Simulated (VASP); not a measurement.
# Rb (I4/mmm) in VASP: single point with r2SCAN

Aim: the single point of Rb with r2SCAN.

All numbers are computed with VASP 6.6.1; they aren't measurements. Logs are shortened: lines on timing, memory, paths and dates and some standing lists are left out, and cuts for length are marked.

### Step 1. The cell of the first run

It takes space group I4/mmm (No. 139, tetragonal). The conventional cell has a = 5.761 Å, b = 5.761 Å, c = 5.718 Å, α = 90.00°, β = 90.00°, γ = 90.00°.

### Step 2. Single point, r2SCAN

POSCAR reads:

```
Rb
1.0
   -2.8802604912      2.8802604912      2.8590512464
    2.8802604912     -2.8802604912      2.8590512464
    2.8802604912      2.8802604912     -2.8590512464
Rb
1
Direct
    0.0000000000      0.0000000000      0.0000000000
```

INCAR.step1 reads:

```
SYSTEM = Rb
PREC = Accurate
ENCUT = 520
ISMEAR = -1
SIGMA = 0.1
LREAL = .FALSE.
LASPH = .TRUE.
NELM = 80
NBANDS = 10
GGA = PE
ALGO = Normal
EDIFF = 1E-4
LWAVE = .TRUE.
LCHARG = .FALSE.
```

INCAR.step2 reads:

```
SYSTEM = Rb
PREC = Accurate
ENCUT = 520
EDIFF = 1E-6
ISMEAR = -1
SIGMA = 0.1
LREAL = .FALSE.
LASPH = .TRUE.
NELM = 80
ALGO = Normal
ISIF = 2
LWAVE = .FALSE.
LCHARG = .FALSE.
METAGGA = R2SCAN
LMIXTAU = .TRUE.
NBANDS = 10
ISTART = 1
```

KPOINTS reads:

```
regular mesh
0
G
  11 11 11
  0 0 0
```

Potentials or basis: VASP PAW PBE potentials, release 64 (Rb_sv).

The run is started by

```
cat potpaw_PBE.64/Rb_sv/POTCAR > POTCAR
cp INCAR.step1 INCAR
mpirun -np 1 vasp_std > vasp.out
cp INCAR.step2 INCAR
mpirun -np 1 vasp_std > vasp.out
```

OUTCAR:

```text
SYSTEM = Rb
   PREC = Accurate
   ENCUT = 520
   EDIFF = 1E-6
   ISMEAR = -1
   LREAL = .FALSE.
   LASPH = .TRUE.
   NELM = 80
   ISIF = 2
   METAGGA = R2SCAN
   ISTART = 1

 ion  position               nearest neighbor table
   1  0.000  0.000  0.000-

  LATTYP: Found a body centered tetragonal cell.
 ALAT       =     5.7605209824
 C/A-ratio  =     0.9926363449

  Lattice vectors:

 A1 = (  -2.8802604912,   2.8802604912,   2.8590512464)
 A2 = (   2.8802604912,  -2.8802604912,   2.8590512464)
 A3 = (   2.8802604912,   2.8802604912,  -2.8590512464)

Analysis of symmetry for initial positions (statically):
=====================================================================
 Subroutine PRICEL returns:
 Original cell was already a primitive cell.

 Routine SETGRP: Setting up the symmetry group for a
 body centered tetragonal supercell.

 Subroutine GETGRP returns: Found 16 space group operations
 (whereof 16 operations were pure point group operations)
 out of a pool of 16 trial point group operations.

The static configuration has the point symmetry D_4h.

Analysis of symmetry for dynamics (positions and initial velocities):
=====================================================================
 Subroutine PRICEL returns:
 Original cell was already a primitive cell.

 Routine SETGRP: Setting up the symmetry group for a
 body centered tetragonal supercell.

 Subroutine GETGRP returns: Found 16 space group operations
 (whereof 16 operations were pure point group operations)
 out of a pool of 16 trial point group operations.

The dynamic configuration has the point symmetry D_4h.

 Subroutine INISYM returns: Found 16 space group operations
 (whereof 16 operations are pure point group operations),
 and found     1 'primitive' translations

----------------------------------------------------------------------------------------

                                     Primitive cell

  volume of cell :      94.8736

  direct lattice vectors                    reciprocal lattice vectors
    -2.880260491  2.880260491  2.859051246     0.000000000  0.173595410  0.174883189
     2.880260491 -2.880260491  2.859051246     0.173595410  0.000000000  0.174883189
     2.880260491  2.880260491 -2.859051246     0.173595410  0.173595410  0.000000000

  length of vectors
     4.976542477  4.976542477  4.976542477     0.246413263  0.246413263  0.245500983

  position of ions in fractional coordinates (direct lattice)
[... 82 lines left out ...]
   NFREE  =      0    steps in history (QN), initial steepest desc. (CG)
   ISIF   =      2    stress and relaxation
   ISYM   =      2    0-nonsym 1-usesym 2-fastsym
   POTIM  = 0.5000    time-step for ionic-motion
   TEBEG  =    0.0;   TEEND  =   0.0 temperature during run
   PSTRESS=    0.0 pullay stress
   NELECT =       9.0000    total number of electrons
   NUPDOWN=      -1.0000    fix difference up-down
   EMIN   =  10.00;   EMAX   =-10.00  energy-range for DOS
   EFERMI =   0.00;   METHOD = LEGACY
   ISMEAR =    -1;   SIGMA  =   0.10  broadening in eV -4-tet -1-fermi 0-gaus
   EFERMI_NEDOS =   21; number of points for ismear=-14 and -15
   IALGO  =     38    algorithm
   IMIX   =      4    mixing-type and parameters
     AMIX     =   0.40;   BMIX     =  1.00
     AMIX_MAG =   1.60;   BMIX_MAG =  1.00
  volume/ion in A,a.u.               =      94.87       640.24
  Fermi-wavevector in a.u.,A,eV,Ry     =   0.746633  1.410932  7.584715  0.557461
  Thomas-Fermi vector in A             =   1.842500
   LORBIT       =      0    0 simple, 1 ext, 2 COOP (PROOUT), +10 PAW based schemes
   METAGGA = R2SCAN    functional components
   LHFCALC =     F    Hartree Fock is set to
   AEXX    =    0.0000 exact exchange contribution
   IVDW    =     0    specifies the selected vdW correction
   LEPSILON=     F    determine dielectric tensor
   LRPA    =     F    only Hartree local field effects (RPA)
 non-spin polarized calculation
  energy-cutoff  :      520.00
  volume of cell :       94.87
 maximum number of plane-waves:      2569
 NGX is ok and might be reduce to    40
   NGX = 19   NGY = 19   NGZ = 19

 number of electron       9.0000000 magnetization

 Free energy of the ion-electron system (eV)
  ---------------------------------------------------
  ext. energy  EPLUGINS =         0.00000000
  ---------------------------------------------------
  free energy    TOTEN  =       -13.93336687 eV

  energy without entropy =      -13.90615625  energy(sigma->0) =      -13.91976156

 E-fermi :  -0.0119     XC(G=0):  -5.6200

 val. band max:       -0.0193623601   @ k =  -0.1818  -0.3636   0.0909
 cond. band min:       0.0654221944   @ k =   0.1818   0.1818   0.1818
 fundamental gap:      0.0847845546
 Fermi energy:        -0.0118806460

 k-point     1 :       0.0000    0.0000    0.0000
  band No.  band energies     occupation
      1     -30.1230      2.00000
      2     -13.6159      2.00000
      3     -13.6159      2.00000
      4     -13.6159      2.00000
      5      -2.0599      2.00000
      6       4.0262      0.00000
      7       4.0663      0.00000
      8       4.0663      0.00000
      9       4.9771      0.00000
     10       5.0322      0.00000
[... 287 lines left out ...]
 k-point    24 :      -0.1818    0.1818    0.0000
  band No.  band energies     occupation
      1     -30.1220      2.00000
      2     -13.6412      2.00000
      3     -13.6240      2.00000
      4     -13.6158      2.00000
      5      -1.6691      2.00000
      6       3.2080      0.00000
      7       3.5840      0.00000
      8       4.4230      0.00000
      9       4.7116      0.00000
     10       4.8904      0.00000

 [... further k-points ...]

------------------------ aborting loop because EDIFF is reached ----------------------------------------

  FORCE on cell =-STRESS in cart. coord.  units (eV):
  Direction    XX          YY          ZZ          XY          YZ          ZX
  --------------------------------------------------------------------------------------
  -------------------------------------------------------------------------------------
  Total        0.0032715      0.0032715      0.0065431      0.0000000      0.0000000      0.0000000
  in kB        0.0552482      0.0552482      0.1104962      0.0000000      0.0000000      0.0000000
  external PRESSURE =       0.0736642 kB  Pullay stress =       0.0000000 kB

 VOLUME and BASIS-vectors are now :
 -----------------------------------------------------------------------------
  energy-cutoff  :      520.00
  volume of cell :       94.87
      direct lattice vectors                 reciprocal lattice vectors
    -2.880260491  2.880260491  2.859051246     0.000000000  0.173595410  0.174883189
     2.880260491 -2.880260491  2.859051246     0.173595410  0.000000000  0.174883189
     2.880260491  2.880260491 -2.859051246     0.173595410  0.173595410  0.000000000

 POSITION                                       TOTAL-FORCE (eV/Angst)
 -----------------------------------------------------------------------------------
      0.00000      0.00000      0.00000         0.000000      0.000000      0.000000
 -----------------------------------------------------------------------------------
    total drift:                                0.000000      0.000000     -0.000000

  FREE ENERGIE OF THE ION-ELECTRON SYSTEM (eV)
  ---------------------------------------------------
  free  energy   TOTEN  =       -13.9333668703 eV

  energy  without entropy=      -13.9061562477  energy(sigma->0) =      -13.91976156
```

OSZICAR.step1:

```text
N       E                     dE             d eps       ncg     rms          rms(c)
DAV:   1     0.444006289636E+02    0.44401E+02   -0.32779E+03  2520   0.657E+02
DAV:   2     0.195452819374E+01   -0.42446E+02   -0.41736E+02  2796   0.127E+02
DAV:   3    -0.807513166278E+00   -0.27620E+01   -0.27520E+01  3258   0.329E+01
DAV:   4    -0.946540103810E+00   -0.13903E+00   -0.13868E+00  3666   0.636E+00
DAV:   5    -0.948482971325E+00   -0.19429E-02   -0.19427E-02  3372   0.738E-01    0.115E+00
DAV:   6    -0.949217060267E+00   -0.73409E-03   -0.19542E-03  3538   0.252E-01    0.691E-01
DAV:   7    -0.950226919972E+00   -0.10099E-02   -0.29663E-03  2878   0.315E-01    0.448E-02
DAV:   8    -0.950350601467E+00   -0.12368E-03   -0.11250E-04  2890   0.810E-02    0.221E-02
DAV:   9    -0.950364015613E+00   -0.13414E-04   -0.12681E-05  1512   0.289E-02
   1 F= -.95036402E+00 E0= -.93560517E+00  d E =-.295177E-01
```

Wall time 10 min (1 thread of Intel Xeon 8259CL, shared host); peak memory 0.32 GiB.

Results:

```
Free energy            : -13.9334 eV
Pressure               : 0.0 GPa
Band gap on the k mesh : zero (an odd number of electrons rules out a gap without spin polarisation)
```

Caveat: the PAW data sets were made with another functional, which shifts forces and pressure a little.
